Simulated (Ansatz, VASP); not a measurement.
## Two plane-wave programs on SnTe

```
Sn Te
1.0
     5.39676    0.00000    0.00000
    -2.69838    4.67373    0.00000
     0.00000    0.00000    6.42293
Sn Te
2 2
Cartesian
  0.0000 3.1158 -0.3174
  2.6984 1.5579 2.8940
  0.0000 3.1158 2.7260
  2.6984 1.5579 5.9375
```

Change from the starting cell: uniaxial_z strain -1.0%.

Alike in both runs: task single point; functional r2SCAN; k mesh 6 × 6 × 4; no spin polarisation.

```csv
,VASP,Ansatz
version,VASP 6.6.1,Ansatz 0.2.0
potentials or method,"VASP PAW PBE potentials, release 64 (Sn_d, Te)","plane waves, PAW"
plane-wave cutoff (eV),550,500
occupations,"gaussian, width 0.01 eV",fixed
valence electrons in the cell,40,60
```

|  | VASP | Ansatz | Ansatz less VASP |
| --- | --- | --- | --- |
| gap on the k mesh at the Fermi level (eV) | 0.57 | 0.57 | +0.002 |
| pressure (GPa) | 0.2 | 0.2 | 0.00 |
| traceless stress, the component that is largest in VASP (GPa) | 0.42 | 0.42 | -0.009 |
| rms of the force components (eV/Å) | 0.004 | 0.000 | -0.0038 |

VASP's potentials were made for PBE, not for r2SCAN. Atom by atom the forces differ by 0.004 eV/Å (rms over components). VASP's potentials hold 40 valence electrons a cell and Ansatz's 60, so a difference there can come from the potentials and not from the codes.

Neither program's run includes spin-orbit coupling.
